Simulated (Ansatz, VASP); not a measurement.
Two plane-wave programs on KF

POSCAR

```
KF
1.0
    0.0876706560      3.0230720859      3.0230720859
    3.0230720859      0.0876706560      3.0230720859
    3.0230720859      3.0230720859      0.0876706560
K F
1 1
Direct
    0.0027759281      0.0027759281      0.0027759281
    0.2472240719      0.2472240719      0.2472240719
```

Contents of INCAR.step1:

```
SYSTEM = KF
PREC = Accurate
ENCUT = 520
ISMEAR = 0
SIGMA = 0.01
LREAL = .False.
LASPH = .True.
NELM = 80
NBANDS = 15
GGA = PE
ALGO = Normal
EDIFF = 1E-4
LWAVE = .True.
LCHARG = .False.
```

File INCAR.step2:

```
SYSTEM = KF
PREC = Accurate
ENCUT = 520
EDIFF = 1E-6
ISMEAR = 0
SIGMA = 0.01
LREAL = .False.
LASPH = .True.
NELM = 80
ALGO = Normal
ISIF = 2
LWAVE = .False.
LCHARG = .False.
METAGGA = R2SCAN
LMIXTAU = .True.
NBANDS = 15
ISTART = 1
```

KPOINTS

```
Automatic mesh
0
Gamma
  8 8 8
  0 0 0
```

Input for Ansatz:

```yaml
crystal:
  lattice:
    - [0.087670656, 3.0230720859, 3.0230720859]
    - [3.0230720859, 0.087670656, 3.0230720859]
    - [3.0230720859, 3.0230720859, 0.087670656]
  atoms:
    - { symbol: K, position: [0.0027759281, 0.0027759281, 0.0027759281] }
    - { symbol: F, position: [0.2472240719, 0.2472240719, 0.2472240719] }
kpoints:
  mp_grid: { grid: [8, 8, 8] }
  band_path:
    path:
      - [0.0, 0.0, 0.0]
      - [-0.5, -0.5, 0.0]
      - [-0.375, -0.375, 0.25]
      - [-0.375, 0.0, 0.375]
      - [0.0, 0.0, 0.5]
      - [-0.5, -0.25, 0.25]
    npoints: 1
hamiltonian:
  xc: r2scan
scf:
  occupations: { method: fixed }
  n_extra_bands: 4
output:
  forces: true
  stress: true
  eigenvalues: true
```

Change from the starting cell: shear_111 strain +4.5%.

Alike in both runs: task single point; functional r2SCAN; k mesh 8 × 8 × 8; no spin polarisation.

|  | VASP | Ansatz |
| --- | --- | --- |
| version | VASP 6.6.1 | Ansatz 0.2.0 |
| potentials or method | VASP PAW PBE potentials, release 64 (K_sv, F) | plane waves, PAW |
| plane-wave cutoff (eV) | 520 | 500 |
| occupations | gaussian, width 0.01 eV | fixed |
| valence electrons in the cell | 16 | 16 |

|  | VASP | Ansatz | Ansatz less VASP |
| --- | --- | --- | --- |
| gap on the k mesh at the Fermi level (eV) | 5.63 | 5.63 | +0.005 |
| pressure (GPa) | -1.0 | -0.9 | +0.03 |
| traceless stress, the component that is largest in VASP (GPa) | -0.24 | -0.24 | 0.000 |

VASP's potentials were made for PBE, not for r2SCAN.
